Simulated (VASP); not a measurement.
Wanted: the native input for a VASP 6.6.1 run.

```yaml
Task: single point
Functional: PBEsol
Potentials_or_basis: VASP PAW PBE potentials, release 64 (B, N)
Cutoff: 520 eV
k_mesh: 10 × 10 × 6
Occupations: gaussian, width 0.01 eV
Spin: no spin polarisation
Dipole_correction: no
Further_INCAR_settings: ALGO = Normal; EDIFF = 1e-06; NBANDS = 11
```

The structure of BN lies in POSCAR:

```
BN
1.0
    2.5287695516      0.0000000000      0.0000000000
   -1.2570148640      2.1942171958      0.0000000000
   -0.6358773438     -1.0971091020      3.0475208023
B N
1 1
Direct
    0.9796430000      0.9834990000      0.0018060000
    0.6685060000      0.3323850000      0.9849990000
```

These files were run (other wordings do the same):

INCAR

```
SYSTEM = BN
ALGO = Normal
EDIFF = 1E-6
ENCUT = 520
GGA = PS
ISIF = 2
ISMEAR = 0
LASPH = .TRUE.
LCHARG = .FALSE.
LREAL = .FALSE.
LWAVE = .FALSE.
NBANDS = 11
NELM = 60
PREC = Accurate
SIGMA = 0.01
```

KPOINTS

```
k-points
0
G
  10 10 6
  0 0 0
```

Potentials or basis: VASP PAW PBE potentials, release 64 (B, N).

The run is started by

```bash
$ cat potpaw_PBE.64/B/POTCAR potpaw_PBE.64/N/POTCAR > POTCAR
$ mpirun -np 1 vasp_std > vasp.out
```

It gave:

The pressure is -4.5 GPa. The largest force is 2.591 eV/Å and the band gap on the k mesh is 2.72 eV (least direct gap 4.47 eV).

Caveat: the cell stands under tension; the PAW data sets were made with another functional, which shifts forces and pressure a little.

It took 79 s on 1 thread of Intel Xeon 8259CL, with other jobs on the host, peak memory 0.17 GiB.
